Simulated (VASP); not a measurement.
# CdSe (gw) (I-4m2) in VASP: single point with PBEsol

Aim: the single point of CdSe (gw) with PBEsol.

All numbers are computed with VASP 6.6.1; they aren't measurements. Logs are shortened: lines on timing, memory, paths and dates and some standing lists are left out, and cuts for length are marked.

**1. The cell of the first run**

Symmetry: I-4m2, No. 119, tetragonal system. The conventional cell has a = 4.258 Å, b = 4.258 Å, c = 6.168 Å, α = 90.00°, β = 90.00°, γ = 90.00°. Within 3.5 Å of Cd (site symmetry -4m2) lie 4 Se at 2.63 Å. Within 3.5 Å of Se (site symmetry -4m2) lie 4 Cd at 2.63 Å.

**2. Single point, PBEsol**

Input file INCAR:

```
PREC = Accurate
ENCUT = 500
EDIFF = 1E-6
ISMEAR = 0
SIGMA = 0.01
LREAL = False
LASPH = True
NELM = 120
ALGO = Normal
ISIF = 2
LWAVE = False
LCHARG = True
GGA = PS
LELF = True
LVHAR = True
NBANDS = 16
GGA_COMPAT = False
```

Input file KPOINTS:

```
Automatic mesh
0
Gamma
  4 4 4
```

Input file POSCAR:

```
CdSe
1.0
    0.0000000000      3.0106624250      3.0842043740
    3.0106624250      0.0000000000      3.0842043740
    3.0106624250      3.0106624250      0.0000000000
Cd Se
1 1
Direct
    0.0000000000      0.0000000000      0.0000000000
    0.2500000000      0.2500000000      0.2500000000
```

Potentials or basis: VASP PAW PBE potentials, release 64 (Cd, Se).

Started as:

```sh
cat potpaw_PBE.64/Cd/POTCAR potpaw_PBE.64/Se/POTCAR > POTCAR
mpirun -np 1 vasp_std > vasp.out
```

OUTCAR:

```text
PREC = Accurate
   ENCUT = 500
   EDIFF = 1E-6
   ISMEAR = 0
   LREAL = False
   LASPH = True
   NELM = 120
   ISIF = 2
   GGA = PS

 ion  position               nearest neighbor table
   1  0.000  0.000  0.000-   2 2.63   2 2.63   2 2.63   2 2.63
   2  0.250  0.250  0.250-   1 2.63   1 2.63   1 2.63   1 2.63

  LATTYP: Found a body centered tetragonal cell.
 ALAT       =     4.2577196332
 C/A-ratio  =     1.4487587910

  Lattice vectors:

 A1 = (  -3.0106624250,   0.0000000000,   3.0842043740)
 A2 = (   3.0106624250,   0.0000000000,   3.0842043740)
 A3 = (   0.0000000000,   3.0106624250,  -3.0842043740)

Analysis of symmetry for initial positions (statically):
=====================================================================
 Subroutine PRICEL returns:
 Original cell was already a primitive cell.

 Routine SETGRP: Setting up the symmetry group for a
 body centered tetragonal supercell.

 Subroutine GETGRP returns: Found  8 space group operations
 (whereof  8 operations were pure point group operations)
 out of a pool of 16 trial point group operations.

The static configuration has the point symmetry D_2d.

Analysis of symmetry for dynamics (positions and initial velocities):
=====================================================================
 Subroutine PRICEL returns:
 Original cell was already a primitive cell.

 Routine SETGRP: Setting up the symmetry group for a
 body centered tetragonal supercell.

 Subroutine GETGRP returns: Found  8 space group operations
 (whereof  8 operations were pure point group operations)
 out of a pool of 16 trial point group operations.

The dynamic configuration has the point symmetry D_2d.

 Subroutine INISYM returns: Found  8 space group operations
 (whereof  8 operations are pure point group operations),
 and found     1 'primitive' translations

----------------------------------------------------------------------------------------

                                     Primitive cell

  volume of cell :      55.9110

  direct lattice vectors                    reciprocal lattice vectors
     0.000000000  3.010662425  3.084204374    -0.166076408  0.166076408  0.162116364
     3.010662425  0.000000000  3.084204374     0.166076408 -0.166076408  0.162116364
     3.010662425  3.010662425  0.000000000     0.166076408  0.166076408 -0.162116364

  length of vectors
     4.310035366  4.310035366  4.257719633     0.285384761  0.285384761  0.285384761

[... 67 lines left out ...]
   NELM   =    120;   NELMIN=  2; NELMDL= -5     # of ELM steps
   EDIFF  = 0.1E-05   stopping-criterion for ELM
   LREAL  =      F    real-space projection
   EDIFFG = 0.1E-04   stopping-criterion for IOM
   NSW    =      0    number of steps for IOM
   IBRION =     -1    ionic relax: 0-MD 1-quasi-New 2-CG
   NFREE  =      0    steps in history (QN), initial steepest desc. (CG)
   ISIF   =      2    stress and relaxation
   ISYM   =      2    0-nonsym 1-usesym 2-fastsym
   POTIM  = 0.5000    time-step for ionic-motion
   TEBEG  =    0.0;   TEEND  =   0.0 temperature during run
   PSTRESS=    0.0 pullay stress
   NELECT =      18.0000    total number of electrons
   NUPDOWN=      -1.0000    fix difference up-down
   EMIN   =  10.00;   EMAX   =-10.00  energy-range for DOS
   EFERMI =   0.00;   METHOD = LEGACY
   ISMEAR =     0;   SIGMA  =   0.01  broadening in eV -4-tet -1-fermi 0-gaus
   EFERMI_NEDOS =   21; number of points for ismear=-14 and -15
   IALGO  =     38    algorithm
   IMIX   =      4    mixing-type and parameters
     AMIX     =   0.40;   BMIX     =  1.00
     AMIX_MAG =   1.60;   BMIX_MAG =  1.00
  volume/ion in A,a.u.               =      27.96       188.65
  Fermi-wavevector in a.u.,A,eV,Ry     =   1.122018  2.120307 17.128713  1.258925
  Thomas-Fermi vector in A             =   2.258676
   LORBIT       =      0    0 simple, 1 ext, 2 COOP (PROOUT), +10 PAW based schemes
   GGA     = PS    functional components
   LHFCALC =     F    Hartree Fock is set to
   AEXX    =    0.0000 exact exchange contribution
   IVDW    =     0    specifies the selected vdW correction
   LEPSILON=     F    determine dielectric tensor
   LRPA    =     F    only Hartree local field effects (RPA)
 non-spin polarized calculation
 Gauss-broadening in eV      SIGMA  =   0.01
  energy-cutoff  :      500.00
  volume of cell :       55.91
 maximum number of plane-waves:      1428
   NGX = 15   NGY = 15   NGZ = 15

 number of electron      17.9999998 magnetization

 Free energy of the ion-electron system (eV)
  ---------------------------------------------------
  ext. energy  EPLUGINS =         0.00000000
  ---------------------------------------------------
  free energy    TOTEN  =        -6.12119056 eV

  energy without entropy =       -6.12119056  energy(sigma->0) =       -6.12119056

 E-fermi :   0.9940     XC(G=0):  -9.1157

 val. band max:        0.9180551516   @ k =   0.0000   0.0000   0.0000
 cond. band min:       1.3676233584   @ k =   0.0000   0.0000   0.0000
 fundamental gap:      0.4495682067
 Fermi energy:         0.9939564843

 k-point     1 :       0.0000    0.0000    0.0000
  band No.  band energies     occupation
      1     -11.7606      2.00000
      2      -7.0803      2.00000
      3      -7.0688      2.00000
      4      -7.0688      2.00000
      5      -6.6920      2.00000
      6      -6.6848      2.00000
[... 224 lines left out ...]
      3      -6.8773      2.00000
      4      -6.7229      2.00000
      5      -6.6874      2.00000
      6      -6.1832      2.00000
[... 8 lines left out ...]
     15      13.4800      0.00000
     16      14.1768      0.00000

------------------------ aborting loop because EDIFF is reached ----------------------------------------

  FORCE on cell =-STRESS in cart. coord.  units (eV):
  Direction    XX          YY          ZZ          XY          YZ          ZX
  --------------------------------------------------------------------------------------
  -------------------------------------------------------------------------------------
  Total        0.3498621      0.3498621      0.1964495      0.0000000      0.0000000      0.0000000
  in kB       10.0255961     10.0255961      5.6294264      0.0000000      0.0000000      0.0000000
  external PRESSURE =       8.5602062 kB  Pullay stress =       0.0000000 kB

 VOLUME and BASIS-vectors are now :
 -----------------------------------------------------------------------------
  energy-cutoff  :      500.00
  volume of cell :       55.91
      direct lattice vectors                 reciprocal lattice vectors
     0.000000000  3.010662425  3.084204374    -0.166076408  0.166076408  0.162116364
     3.010662425  0.000000000  3.084204374     0.166076408 -0.166076408  0.162116364
     3.010662425  3.010662425  0.000000000     0.166076408  0.166076408 -0.162116364

 POSITION                                       TOTAL-FORCE (eV/Angst)
 -----------------------------------------------------------------------------------
      0.00000      0.00000      0.00000         0.000000      0.000000     -0.000000
      1.50533      1.50533      1.54210        -0.000000     -0.000000      0.000000
 -----------------------------------------------------------------------------------
    total drift:                                0.000000      0.000000      0.000000

  FREE ENERGIE OF THE ION-ELECTRON SYSTEM (eV)
  ---------------------------------------------------
  free  energy   TOTEN  =        -6.1211905569 eV

  energy  without entropy=       -6.1211905569  energy(sigma->0) =       -6.12119056
```

OSZICAR:

```text
N       E                     dE             d eps       ncg     rms          rms(c)
DAV:   1     0.110141423274E+03    0.11014E+03   -0.86528E+03   416   0.975E+02
DAV:   2    -0.231632409078E+01   -0.11246E+03   -0.10620E+03   496   0.249E+02
DAV:   3    -0.650221823932E+01   -0.41859E+01   -0.41785E+01   488   0.511E+01
DAV:   4    -0.651865447572E+01   -0.16436E-01   -0.16436E-01   544   0.317E+00
DAV:   5    -0.651875580684E+01   -0.10133E-03   -0.10133E-03   496   0.216E-01    0.609E+00
DAV:   6    -0.614798769137E+01    0.37077E+00   -0.58240E-01   608   0.990E+00    0.490E+00
DAV:   7    -0.612226810641E+01    0.25720E-01   -0.14079E-01   464   0.257E+00    0.221E+00
DAV:   8    -0.612122173085E+01    0.10464E-02   -0.15002E-02   528   0.150E+00    0.223E-01
DAV:   9    -0.612113364359E+01    0.88087E-04   -0.15385E-03   488   0.531E-01    0.495E-02
DAV:  10    -0.612116242306E+01   -0.28779E-04   -0.16585E-04   520   0.166E-01    0.401E-02
DAV:  11    -0.612119104151E+01   -0.28618E-04   -0.48773E-05   504   0.499E-02    0.161E-02
DAV:  12    -0.612119055694E+01    0.48457E-06   -0.18904E-06   464   0.186E-02
   1 F= -.61211906E+01 E0= -.61211906E+01  d E =-.168457E-28
```

It took 9.5 s on 1 thread of Intel Xeon 6975P-C, shared host; peak memory 0.18 GiB.

Results:

* Free energy: -6.1212 eV
* Pressure: 0.9 GPa
* Band gap on the k mesh: 0.45 eV, direct

Stress tensor (GPa, compression positive):
```
1.00 0.00 0.00
0.00 1.00 0.00
0.00 0.00 0.56
```

Levels at points of the mesh, in eV from the valence-band top:
```tsv
k point	band 7	band 8	band 9	band 10	band 11	band 12
(0.00, 0.00, 0.00)	-0.08	0.00	0.00	0.45	5.81	5.81
(0.50, 0.00, 0.00)	-4.52	-0.85	-0.74	2.25	6.23	6.40
(0.50, 0.50, 0.00)	-4.29	-1.86	-1.86	3.00	3.77	8.83
(0.50, 0.00, 0.50)	-4.15	-1.98	-1.95	2.91	3.57	9.05
```

Caveat: the k points lie up to 0.45 Å⁻¹ apart; the PAW data sets were made with another functional, which shifts forces and pressure a little. A hybrid or GW would open this gap; PBEsol tends to underestimate it.
